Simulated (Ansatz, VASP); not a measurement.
MoS2: VASP beside Ansatz

```
Mo S
1.0
     3.06617    0.00000    0.00000
    -1.53309    2.65538    0.00000
     0.00000    0.00000   12.29500
Mo S
2 4
Cartesian
  0.0000 1.7703 3.0737
  1.5331 0.8851 9.2212
  0.0000 1.7703 7.7151
  1.5331 0.8851 1.5676
  0.0000 1.7703 10.7274
  1.5331 0.8851 4.5799
```

Change from the starting cell: equal xx and yy strain of -3 %.

Alike in both runs: task single point; functional LDA; k mesh 10 × 10 × 3; occupations fermi-dirac, width 0.03 eV; no spin polarisation.

|  | VASP | Ansatz |
| --- | --- | --- |
| version | VASP 6.6.1 | Ansatz 0.2.0 |
| potentials or method | VASP PAW LDA potentials, release 64 (Mo_sv, S), cutoff 520 eV | all-electron LAPW, scalar-relativistic |

Ansatz gave:

| Quantity | Value |
| --- | --- |
| pressure (GPa) | 12.1 |
| traceless stress, the component that is largest in VASP (GPa) | 1.78 |
| rms of the force components (eV/Å) | 0.725 |

Estimate VASP's values.

pressure (GPa): 12.1; traceless stress, the component that is largest in VASP (GPa): 1.72; rms of the force components (eV/Å): 0.728.

LDA's correlation is that of Perdew and Zunger in VASP and of Perdew and Wang (1992) in Ansatz. Atom by atom the forces differ by 0.003 eV/Å (rms over components). Ansatz ran all-electron here, and VASP with PAW potentials.
